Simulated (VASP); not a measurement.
# Ba2AgBiS (Cmcm) in VASP: notebook

Ba2AgBiS is run at these levels: PBE, LDA; tasks: single point.

All numbers are computed with VASP 6.6.1; they aren't measurements. Logs are shortened: lines on timing, memory, paths and dates and some standing lists are left out, and cuts for length are marked.

## Step 1: The cell of the first run

Symmetry: Cmcm, No. 63, orthorhombic system. Conventional cell: a = 4.209 Å, b = 14.534 Å, c = 9.353 Å, α = 90.00°, β = 90.00°, γ = 90.00°. Ba (site symmetry m) has 3 Bi at 3.02 to 3.37 Å and 2 Ag at 3.15 Å and 3 Ba at 3.51 to 3.63 Å and 2 S at 3.76 Å within 4.0 Å. Within 3.7 Å of Bi (site symmetry m2m) lie 2 S at 2.80 Å and 6 Ba at 3.02 to 3.37 Å. Within 3.5 Å of Ag (site symmetry 2/m) lie 2 S at 2.62 Å and 4 Ba at 3.15 Å. S (site symmetry m2m) has 2 Ag at 2.62 Å and 2 Bi at 2.80 Å within 3.5 Å.

## Step 2: Single point, PBE

INCAR reads:

```
SYSTEM = Ba2AgBiS
PREC = Accurate
ENCUT = 520
EDIFF = 1E-6
ISMEAR = 0
SIGMA = 0.0107
LREAL = .FALSE.
LASPH = .TRUE.
NELM = 100
ALGO = Normal
ISIF = 2
LWAVE = .FALSE.
LCHARG = .FALSE.
GGA = PE
NBANDS = 63
```

KPOINTS reads:

```
Automatic mesh
0
G
  5 5 2
  0 0 0
```

POSCAR reads:

```
Ba2AgBiS
1.0
    4.2089850000      0.0000000000      0.0000000000
    2.1044920000     -7.2668840000      0.0000000000
    0.0000000000      0.0000000000     -9.3528280000
Ba Bi Ag S
4 2 2 2
Direct
    0.3437800000      0.3124400000      0.4378500000
    0.6562200000      0.6875600000      0.9378500000
    0.6562200000      0.6875600000      0.5621500000
    0.3437800000      0.3124400000      0.0621500000
    0.2915200000      0.4169600000      0.7500000000
    0.7084800000      0.5830400000      0.2500000000
    0.0000000000      0.0000000000      0.5000000000
    0.0000000000      0.0000000000      0.0000000000
    0.9190300000      0.1619400000      0.7500000000
    0.0809700000      0.8380600000      0.2500000000
```

Potentials or basis: VASP PAW PBE potentials, release 64 (Ba_sv, Bi_d, Ag, S).

On the command line:

```sh
$ cat potpaw_PBE.64/Ba_sv/POTCAR potpaw_PBE.64/Bi_d/POTCAR potpaw_PBE.64/Ag/POTCAR potpaw_PBE.64/S/POTCAR > POTCAR
$ mpirun -np 1 vasp_std > vasp.out
```

OUTCAR:

```text
SYSTEM = Ba2AgBiS
   PREC = Accurate
   ENCUT = 520
   EDIFF = 1E-6
   ISMEAR = 0
   LREAL = .FALSE.
   LASPH = .TRUE.
   NELM = 100
   ISIF = 2
   GGA = PE

 ion  position               nearest neighbor table
   1  0.344  0.312  0.438-   5 3.02   7 3.15   7 3.15   6 3.37   6 3.37   4 3.51   3 3.63   3 3.63
                             9 3.76   9 3.76   3 4.69
   2  0.656  0.688  0.938-   6 3.02   8 3.15   8 3.15   5 3.37   5 3.37   3 3.51   4 3.63   4 3.63
                            10 3.76  10 3.76   4 4.69
   3  0.656  0.688  0.562-   6 3.02   7 3.15   7 3.15   5 3.37   5 3.37   2 3.51   1 3.63   1 3.63
                            10 3.76  10 3.76   1 4.69
   4  0.344  0.312  0.062-   5 3.02   8 3.15   8 3.15   6 3.37   6 3.37   1 3.51   2 3.63   2 3.63
                             9 3.76   9 3.76   2 4.69
   5  0.292  0.417  0.750-   9 2.80   9 2.80   4 3.02   1 3.02   2 3.37   3 3.37   2 3.37   3 3.37

   6  0.708  0.583  0.250-  10 2.80  10 2.80   2 3.02   3 3.02   1 3.37   4 3.37   1 3.37   4 3.37

   7  0.000  0.000  0.500-   9 2.62  10 2.62   1 3.15   3 3.15   3 3.15   1 3.15
   8  0.000  0.000  0.000-   9 2.62  10 2.62   2 3.15   4 3.15   2 3.15   4 3.15
   9  0.919  0.162  0.750-   7 2.62   8 2.62   5 2.80   5 2.80   1 3.76   4 3.76   4 3.76   1 3.76

  10  0.081  0.838  0.250-   7 2.62   8 2.62   6 2.80   6 2.80   3 3.76   2 3.76   2 3.76   3 3.76

  LATTYP: Found a base centered orthorhombic cell.
 ALAT       =     4.2089850000
 B/A-ratio  =     3.4530339262
 C/A-ratio  =     2.2221100812

  Lattice vectors:

 A1 = (   2.1044930000,   7.2668840000,   0.0000000000)
 A2 = (   2.1044920000,  -7.2668840000,   0.0000000000)
 A3 = (   0.0000000000,   0.0000000000,  -9.3528280000)

Analysis of symmetry for initial positions (statically):
=====================================================================
 Subroutine PRICEL returns:
 Original cell was already a primitive cell.

 Routine SETGRP: Setting up the symmetry group for a
 base centered orthorhombic supercell.

 Subroutine GETGRP returns: Found  8 space group operations
 (whereof  4 operations were pure point group operations)
 out of a pool of  8 trial point group operations.

The static configuration has the point symmetry C_2h.
 The point group associated with its full space group is D_2h.

Analysis of symmetry for dynamics (positions and initial velocities):
=====================================================================
 Subroutine PRICEL returns:
 Original cell was already a primitive cell.

 Routine SETGRP: Setting up the symmetry group for a
 base centered orthorhombic supercell.

 Subroutine GETGRP returns: Found  8 space group operations
 (whereof  4 operations were pure point group operations)
 out of a pool of  8 trial point group operations.

The dynamic configuration has the point symmetry C_2h.
 The point group associated with its full space group is D_2h.

 Subroutine INISYM returns: Found  8 space group operations
 (whereof  4 operations are pure point group operations),
 and found     1 'primitive' translations

----------------------------------------------------------------------------------------

                                     Primitive cell

  volume of cell :     286.0675

  direct lattice vectors                    reciprocal lattice vectors
     4.208985000  0.000000000  0.000000000     0.237586972  0.068805265  0.000000000
     2.104492000 -7.266884000  0.000000000     0.000000000 -0.137610563  0.000000000
     0.000000000  0.000000000 -9.352828000     0.000000000  0.000000000 -0.106919533

  length of vectors
     4.208985000  7.565480133  9.352828000     0.247349416  0.137610563  0.106919533

  position of ions in fractional coordinates (direct lattice)
     0.343780000  0.312440000  0.437850000
     0.656220000  0.687560000  0.937850000
     0.656220000  0.687560000  0.562150000
     0.343780000  0.312440000  0.062150000
     0.291520000  0.416960000  0.750000000
     0.708480000  0.583040000  0.250000000
     0.000000000  0.000000000  0.500000000
     0.000000000  0.000000000  0.000000000
     0.919030000  0.161940000  0.750000000
     0.080970000  0.838060000  0.250000000

  ion indices of the primitive-cell ions
   primitive index   ion index
                 1           1
                 2           2
                 3           3
                 4           4
                 5           5
                 6           6
                 7           7
                 8           8
                 9           9
                10          10

----------------------------------------------------------------------------------------

 KPOINTS: Automatic mesh

Automatic generation of k-mesh.
 Grid dimensions read from file:
 generate k-points for:    5    5    2

 Generating k-lattice:

  Cartesian coordinates                     Fractional coordinates (reciprocal lattice)
     0.047517394  0.013761053  0.000000000     0.200000000  0.000000000  0.000000000
     0.000000000 -0.027522113  0.000000000     0.000000000  0.200000000  0.000000000
     0.000000000  0.000000000 -0.053459766     0.000000000  0.000000000  0.500000000

  Length of vectors
     0.049469883  0.027522113  0.053459766

  Shift w.r.t. Gamma in fractional coordinates (k-lattice)
     0.000000000  0.000000000  0.000000000

 Subroutine IBZKPT returns following result:
 ===========================================

 Found     18 irreducible k-points:

 Following reciprocal coordinates:
            Coordinates               Weight
  0.000000  0.000000  0.000000      1.000000
  0.200000  0.000000  0.000000      4.000000
  0.400000  0.000000  0.000000      4.000000
  0.000000  0.200000  0.000000      2.000000
  0.400000  0.200000  0.000000      2.000000
 -0.400000  0.200000  0.000000      4.000000
[... 10 lines left out ...]
  0.000000  0.400000  0.500000      2.000000
 -0.200000  0.400000  0.500000      2.000000
   k-points           NKPTS =     18   k-points in BZ     NKDIM =     18   number of bands    NBANDS=     63
   number of dos      NEDOS =    301   number of ions     NIONS =     10
   total plane-waves  NPLWV = 125440
   dimension x,y,z NGX =    32 NGY =   56 NGZ =   70
   dimension x,y,z NGXF=    64 NGYF=  112 NGZF=  140
   ions per type =               4   2   2   2
   NGX,Y,Z   is equivalent  to a cutoff of  12.64, 12.31, 12.44 a.u.
   NGXF,Y,Z  is equivalent  to a cutoff of  25.28, 24.61, 24.88 a.u.
 SYSTEM =  Ba2AgBiS
   PREC   = accura    normal or accurate (medium, high low for compatibility)
   ISTART =      0    job   : 0-new  1-cont  2-samecut
   ICHARG =      2    charge: 1-file 2-atom 10-const
   ISPIN  =      1    spin polarized calculation?
   LNONCOLLINEAR =      F non collinear calculations
   LSORBIT =      F    spin-orbit coupling
   LASPH  =      T    aspherical Exc in radial PAW
   ENCUT  =  520.0 eV  38.22 Ry    6.18 a.u.   7.83 14.07 17.39*2*pi/ulx,y,z
   NELM   =    100;   NELMIN=  2; NELMDL= -5     # of ELM steps
   EDIFF  = 0.1E-05   stopping-criterion for ELM
   LREAL  =      F    real-space projection
   EDIFFG = 0.1E-04   stopping-criterion for IOM
   NSW    =      0    number of steps for IOM
   IBRION =     -1    ionic relax: 0-MD 1-quasi-New 2-CG
   NFREE  =      0    steps in history (QN), initial steepest desc. (CG)
   ISIF   =      2    stress and relaxation
   ISYM   =      2    0-nonsym 1-usesym 2-fastsym
   POTIM  = 0.5000    time-step for ionic-motion
   TEBEG  =    0.0;   TEEND  =   0.0 temperature during run
   PSTRESS=    0.0 pullay stress
   NELECT =     104.0000    total number of electrons
   NUPDOWN=      -1.0000    fix difference up-down
   EMIN   =  10.00;   EMAX   =-10.00  energy-range for DOS
   EFERMI =   0.00;   METHOD = LEGACY
   ISMEAR =     0;   SIGMA  =   0.01  broadening in eV -4-tet -1-fermi 0-gaus
   EFERMI_NEDOS =   21; number of points for ismear=-14 and -15
   IALGO  =     38    algorithm
   IMIX   =      4    mixing-type and parameters
     AMIX     =   0.40;   BMIX     =  1.00
     AMIX_MAG =   1.60;   BMIX_MAG =  1.00
  volume/ion in A,a.u.               =      28.61       193.05
  Fermi-wavevector in a.u.,A,eV,Ry     =   1.168413  2.207981 18.574527  1.365189
  Thomas-Fermi vector in A             =   2.304900
   LORBIT       =      0    0 simple, 1 ext, 2 COOP (PROOUT), +10 PAW based schemes
   GGA     = PE    functional components
   LHFCALC =     F    Hartree Fock is set to
   AEXX    =    0.0000 exact exchange contribution
   IVDW    =     0    specifies the selected vdW correction
   LEPSILON=     F    determine dielectric tensor
   LRPA    =     F    only Hartree local field effects (RPA)
 non-spin polarized calculation
 Gauss-broadening in eV      SIGMA  =   0.01
  energy-cutoff  :      520.00
  volume of cell :      286.07
 maximum number of plane-waves:      7734
   NGX = 15   NGY = 29   NGZ = 35

 number of electron     104.0000005 magnetization

 Free energy of the ion-electron system (eV)
  ---------------------------------------------------
  ext. energy  EPLUGINS =         0.00000000
  ---------------------------------------------------
  free energy    TOTEN  =       -27.22844089 eV

  energy without entropy =      -27.22754129  energy(sigma->0) =      -27.22799109

 E-fermi :   5.6538     XC(G=0):  -9.7583

 val. band max:        5.6512979439   @ k =   0.0000   0.0000   0.0000
 cond. band min:       5.6698662203   @ k =   0.0000   0.2000   0.0000
 fundamental gap:      0.0185682764
 Fermi energy:         5.6537919312

 k-point     1 :       0.0000    0.0000    0.0000
  band No.  band energies     occupation
      1     -22.8272      2.00000
      2     -22.7084      2.00000
      3     -22.6540      2.00000
      4     -22.5409      2.00000
      5     -16.9994      2.00000
      6     -16.9927      2.00000
[... 55 lines left out ...]
     62       8.0493      0.00000
     63       8.0676      0.00000

 k-point     2 :       0.2000    0.0000    0.0000
  band No.  band energies     occupation
      1     -22.7991      2.00000
      2     -22.6814      2.00000
      3     -22.6593      2.00000
      4     -22.5463      2.00000
      5     -16.9998      2.00000
      6     -16.9985      2.00000
[... 1111 lines left out ...]
     62       7.9256      0.00000
     63       8.7463      0.00000

------------------------ aborting loop because EDIFF is reached ----------------------------------------

  FORCE on cell =-STRESS in cart. coord.  units (eV):
  Direction    XX          YY          ZZ          XY          YZ          ZX
  --------------------------------------------------------------------------------------
  -------------------------------------------------------------------------------------
  Total       24.4152597     21.6269790     26.5920089      0.0000015      0.0000000      0.0000000
  in kB      136.7424562    121.1261430    148.9337679      0.0000083      0.0000000      0.0000000
  external PRESSURE =     135.6007890 kB  Pullay stress =       0.0000000 kB

 VOLUME and BASIS-vectors are now :
 -----------------------------------------------------------------------------
  energy-cutoff  :      520.00
  volume of cell :      286.07
      direct lattice vectors                 reciprocal lattice vectors
     4.208985000  0.000000000  0.000000000     0.237586972  0.068805265  0.000000000
     2.104492000 -7.266884000  0.000000000     0.000000000 -0.137610563  0.000000000
     0.000000000  0.000000000 -9.352828000     0.000000000  0.000000000 -0.106919533

 POSITION                                       TOTAL-FORCE (eV/Angst)
 -----------------------------------------------------------------------------------
      2.10449     -2.27047     -4.09514         0.000000      1.566465      0.896150
      4.20898     -4.99642     -8.77155        -0.000000     -1.566465      0.896150
      4.20898     -4.99642     -5.25769        -0.000000     -1.566465     -0.896150
      2.10449     -2.27047     -0.58128         0.000000      1.566465     -0.896150
      2.10449     -3.03000     -7.01462        -0.000000     -1.256275     -0.000000
      4.20898     -4.23688     -2.33821         0.000000      1.256275     -0.000000
      0.00000      0.00000     -4.67641         0.000000     -0.000000     -0.000000
      0.00000      0.00000      0.00000         0.000000     -0.000000     -0.000000
      4.20898     -1.17680     -7.01462         0.000000      1.668483     -0.000000
      2.10449     -6.09008     -2.33821        -0.000000     -1.668483      0.000000
 -----------------------------------------------------------------------------------
    total drift:                                0.000000     -0.000000     -0.000000

  FREE ENERGIE OF THE ION-ELECTRON SYSTEM (eV)
  ---------------------------------------------------
  free  energy   TOTEN  =       -27.2284408886 eV

  energy  without entropy=      -27.2275412874  energy(sigma->0) =      -27.22799109
```

Run time: 3.2 min. Hardware: 1 thread of Intel Xeon Platinum 8559C (Emerald Rapids), shared host; peak memory 0.54 GiB.

Results:

* Free energy: -27.2284 eV
* Pressure: 13.6 GPa
* Largest force: 1.805 eV/Å
* Band gap on the k mesh: zero (bands 52 and 53 overlap by 0.19 eV)

Forces on the atoms (eV/Å):
```
Ba   0.000  1.566  0.896
Ba   0.000 -1.566  0.896
Ba   0.000 -1.566 -0.896
Ba   0.000  1.566 -0.896
Bi   0.000 -1.256  0.000
Bi   0.000  1.256  0.000
Ag   0.000  0.000  0.000
Ag   0.000  0.000  0.000
S    0.000  1.668  0.000
S    0.000 -1.668  0.000
```

Caveat: the cell stands under pressure; spin-orbit coupling is left out, which moves the levels of the heavy elements; forces of over 1 eV/Å act on the atoms, so gaps and moduli don't describe the material at rest.

## Step 3: Single point, LDA

INCAR reads:

```
SYSTEM = Ba2AgBiS
ALGO = Normal
EDIFF = 1E-7
ENCUT = 520
GGA = CA
ISIF = 2
ISMEAR = 0
LASPH = .TRUE.
LCHARG = .TRUE.
LELF = .TRUE.
LREAL = .FALSE.
LVHAR = .TRUE.
LWAVE = .FALSE.
NBANDS = 63
NELM = 80
PREC = Accurate
SIGMA = 0.0107
```

KPOINTS reads:

```
k-points
0
G
  5 5 2
  0 0 0
```

POSCAR is that of step 2.

Potentials or basis: VASP PAW LDA potentials, release 64 (Ba_sv, Bi_d, Ag, S).

On the command line:

```sh
$ cat potpaw_LDA.64/Ba_sv/POTCAR potpaw_LDA.64/Bi_d/POTCAR potpaw_LDA.64/Ag/POTCAR potpaw_LDA.64/S/POTCAR > POTCAR
$ mpirun -np 1 vasp_std > vasp.out
```

OUTCAR:

```text
SYSTEM = Ba2AgBiS
   EDIFF = 1E-7
   ENCUT = 520
   GGA = CA
   ISIF = 2
   ISMEAR = 0
   LASPH = .TRUE.
   LREAL = .FALSE.
   NELM = 80
   PREC = Accurate

 ion  position               nearest neighbor table
   1  0.344  0.312  0.438-   5 3.02   7 3.15   7 3.15   6 3.37   6 3.37   4 3.51   3 3.63   3 3.63
                             9 3.76   9 3.76   3 4.69
   2  0.656  0.688  0.938-   6 3.02   8 3.15   8 3.15   5 3.37   5 3.37   3 3.51   4 3.63   4 3.63
                            10 3.76  10 3.76   4 4.69
   3  0.656  0.688  0.562-   6 3.02   7 3.15   7 3.15   5 3.37   5 3.37   2 3.51   1 3.63   1 3.63
                            10 3.76  10 3.76   1 4.69
   4  0.344  0.312  0.062-   5 3.02   8 3.15   8 3.15   6 3.37   6 3.37   1 3.51   2 3.63   2 3.63
[... 1412 lines left out ...]
 VOLUME and BASIS-vectors are now :
 -----------------------------------------------------------------------------
  energy-cutoff  :      520.00
  volume of cell :      286.07
      direct lattice vectors                 reciprocal lattice vectors
     4.208985000  0.000000000  0.000000000     0.237586972  0.068805265  0.000000000
     2.104492000 -7.266884000  0.000000000     0.000000000 -0.137610563  0.000000000
     0.000000000  0.000000000 -9.352828000     0.000000000  0.000000000 -0.106919533

 POSITION                                       TOTAL-FORCE (eV/Angst)
 -----------------------------------------------------------------------------------
      2.10449     -2.27047     -4.09514         0.000000      1.564333      0.753146
      4.20898     -4.99642     -8.77155        -0.000000     -1.564333      0.753146
      4.20898     -4.99642     -5.25769        -0.000000     -1.564333     -0.753146
      2.10449     -2.27047     -0.58128         0.000000      1.564333     -0.753146
      2.10449     -3.03000     -7.01462        -0.000000     -1.073785     -0.000000
      4.20898     -4.23688     -2.33821         0.000000      1.073785     -0.000000
      0.00000      0.00000     -4.67641         0.000000     -0.000000     -0.000000
      0.00000      0.00000      0.00000         0.000000     -0.000000     -0.000000
      4.20898     -1.17680     -7.01462         0.000000      1.544477      0.000000
      2.10449     -6.09008     -2.33821        -0.000000     -1.544477     -0.000000
 -----------------------------------------------------------------------------------
    total drift:                                0.000000     -0.000000     -0.000000

  FREE ENERGIE OF THE ION-ELECTRON SYSTEM (eV)
  ---------------------------------------------------
  free  energy   TOTEN  =       -34.8668843695 eV

  energy  without entropy=      -34.8662788892  energy(sigma->0) =      -34.86658163
```

OSZICAR:

```text
N       E                     dE             d eps       ncg     rms          rms(c)
DAV:   1     0.102722751364E+04    0.10272E+04   -0.48480E+04  2300   0.162E+03
DAV:   2     0.943939807763E+02   -0.93283E+03   -0.90253E+03  2379   0.405E+02
DAV:   3    -0.284904059485E+02   -0.12288E+03   -0.11951E+03  2903   0.162E+02
DAV:   4    -0.367482013711E+02   -0.82578E+01   -0.80849E+01  3152   0.367E+01
DAV:   5    -0.373293152584E+02   -0.58111E+00   -0.57835E+00  3568   0.904E+00    0.171E+01
DAV:   6    -0.351627360109E+02    0.21666E+01   -0.16167E+01  2875   0.195E+01    0.123E+01
DAV:   7    -0.349181125333E+02    0.24462E+00   -0.25553E+00  2714   0.724E+00    0.669E+00
DAV:   8    -0.348943607724E+02    0.23752E-01   -0.53716E-01  2755   0.335E+00    0.166E+00
DAV:   9    -0.348675605082E+02    0.26800E-01   -0.26421E-01  2729   0.248E+00    0.405E-01
DAV:  10    -0.348673245564E+02    0.23595E-03   -0.22745E-02  2763   0.504E-01    0.179E-01
DAV:  11    -0.348668819645E+02    0.44259E-03   -0.34061E-03  3416   0.217E-01    0.964E-02
DAV:  12    -0.348668811901E+02    0.77441E-06   -0.39000E-04  3019   0.827E-02    0.424E-02
DAV:  13    -0.348668850734E+02   -0.38833E-05   -0.38614E-05  3192   0.267E-02    0.142E-02
DAV:  14    -0.348668842379E+02    0.83548E-06   -0.75671E-06  2667   0.134E-02    0.370E-03
DAV:  15    -0.348668843570E+02   -0.11909E-06   -0.12001E-06  2528   0.372E-03    0.132E-03
DAV:  16    -0.348668843695E+02   -0.12516E-07   -0.78173E-08  1499   0.133E-03
   1 F= -.34866884E+02 E0= -.34866582E+02  d E =-.605480E-03
```

stdout:

```text
POSCAR found type information on POSCAR BaBiAgS
 POSCAR found :  4 types and      10 ions
 scaLAPACK will be used
 LDA part: xc-table for (Slater(with rela. corr.)+CA(PZ))
 , standard interpolation
 POSCAR, INCAR and KPOINTS ok, starting setup
 FFT: planning ... GRIDC
 FFT: planning ... GRID_SOFT
 FFT: planning ... GRID
 WAVECAR not read
 entering main loop
```

Wall time 3.4 min (1 thread of Intel Xeon Platinum 8559C (Emerald Rapids), shared host); peak memory 0.47 GiB.

What came out:

```
Free energy            : -34.8669 eV
Pressure               : 8.9 GPa
Largest force          : 1.736 eV/Å
Band gap on the k mesh : zero (bands 52 and 53 overlap by 0.21 eV)
```

Forces on the atoms (eV/Å):
```
Ba   0.000  1.564  0.753
Ba   0.000 -1.564  0.753
Ba   0.000 -1.564 -0.753
Ba   0.000  1.564 -0.753
Bi   0.000 -1.074  0.000
Bi   0.000  1.074  0.000
Ag   0.000  0.000  0.000
Ag   0.000  0.000  0.000
S    0.000  1.544  0.000
S    0.000 -1.544  0.000
```

Caveat: the cell stands under pressure; spin-orbit coupling is left out, which moves the levels of the heavy elements; forces of over 1 eV/Å act on the atoms, so gaps and moduli don't describe the material at rest.

[end of part 1 of 2]

The gap in the log of VASP goes by the Fermi energy; the results here count the filled bands.